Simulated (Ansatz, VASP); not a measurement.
# ZrF3 in VASP and in Ansatz

```
Zr F
1.0
     1.49872   -2.06386    0.00000
     1.49872    2.06386    0.00000
     0.00000    0.00000    8.23882
Zr F
1 3
Direct
  0.00000 0.00000 0.00000
  0.50000 0.50000 0.74701
  0.00000 0.00000 0.50000
  0.50000 0.50000 0.25299
```

Change from the starting cell: species swapped into the VFe3 type (Cmmm, No. 65).

Alike in both runs: task single point; functional PBE; k mesh 8 × 8 × 2; occupations gaussian, width 0.1 eV; no spin polarisation.

```csv
,VASP,Ansatz
version,VASP 6.6.1,Ansatz 0.2.0
potentials or method,"VASP PAW PBE potentials, release 64 (Zr_sv, F), cutoff 520 eV","scalar-relativistic, plane waves, PAW"
valence electrons in the cell,33,33
```

|  | VASP | Ansatz | Ansatz less VASP |
| --- | --- | --- | --- |
| gap on the k mesh at the Fermi level (eV) | none | none | - |
| pressure (GPa) | 2.3 | 2.4 | +0.12 |
| traceless stress, the component that is largest in VASP (GPa) | -51.56 | -51.62 | -0.054 |
| rms of the force components (eV/Å) | 1.782 | 1.794 | +0.0119 |

Atom by atom the forces differ by 0.012 eV/Å (rms over components). A gap of «none» marks a metal or a gap that the smearing closes.

The k mesh is coarse, so the values compare programs but aren't converged.
